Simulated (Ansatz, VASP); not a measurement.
NaHgSe3 in VASP and in Ansatz

File INCAR:

```
ALGO = Normal
EDIFF = 1E-6
EDIFFG = -0.01
ENCUT = 600
GGA = PE
IBRION = 2
ISIF = 3
ISMEAR = 0
LASPH = True
LCHARG = False
LREAL = False
LWAVE = False
NELM = 100
NSW = 100
PREC = Accurate
SIGMA = 0.1
```

The input KPOINTS:

```
k-points
0
Gamma
  8 8 8
```

Contents of POSCAR:

```
NaHgSe3
1.0
    5.1827507300      0.0000000000      0.0000000000
    0.0000000000      5.1827507300      0.0000000000
    0.0000000000      0.0000000000      5.1827507300
Na Hg Se
1 1 3
Direct
    0.5000000000      0.5000000000      0.5000000000
    0.0000000000      0.0000000000      0.0000000000
    0.5000000000      0.0000000000      0.0000000000
    0.0000000000      0.5000000000      0.0000000000
    0.0000000000      0.0000000000      0.5000000000
```

Input for Ansatz:

```yaml
crystal:
  lattice:
    - [5.18275073, 0.0, 0.0]
    - [0.0, 5.18275073, 0.0]
    - [0.0, 0.0, 5.18275073]
  atoms:
    - { symbol: Na, position: [0.5, 0.5, 0.5] }
    - { symbol: Hg, position: [0.0, 0.0, 0.0] }
    - { symbol: Se, position: [0.5, 0.0, 0.0] }
    - { symbol: Se, position: [0.0, 0.5, 0.0] }
    - { symbol: Se, position: [0.0, 0.0, 0.5] }
basis:
  ecutwfc: 420
kpoints:
  mp_grid: { grid: [8, 8, 8] }
hamiltonian:
  xc: pbe
scf:
  occupations: { method: gaussian, width: 0.1 }
output:
  forces: true
  stress: true
  eigenvalues: true
relax:
  adjacent_minimum: "off"
  f_tol: 0.01
  max_steps: 80
  cell: { stress_tol: 0.05 }
```

Alike in both runs: task relaxation of cell and atoms; functional PBE; k mesh 8 × 8 × 8; occupations gaussian, width 0.1 eV; no spin polarisation.

|  | VASP | Ansatz |
| --- | --- | --- |
| version | VASP 6.6.1 | Ansatz 0.2.0 |
| potentials or method | VASP PAW PBE potentials, release 64 (Na_pv, Hg, Se), cutoff 600 eV | scalar-relativistic, plane waves, PAW |
| valence electrons in the cell | 37 | 77 |

Ansatz gave:

- gap on the k mesh at the Fermi level, each at its own relaxed structure (eV): none
- relaxed volume (Å³/atom): 30.26
- relaxed cell length with the largest relative difference (Å): 5.328

What did VASP give for the same quantities?

gap on the k mesh at the Fermi level, each at its own relaxed structure (eV): none; relaxed volume (Å³/atom): 30.47; relaxed cell length with the largest relative difference (Å): 5.341.

A gap of «none» marks a metal or a gap that the smearing closes. VASP's potentials hold 37 valence electrons a cell and Ansatz's 77, so a difference there can come from the potentials and not from the codes.

Spin-orbit coupling is off throughout.
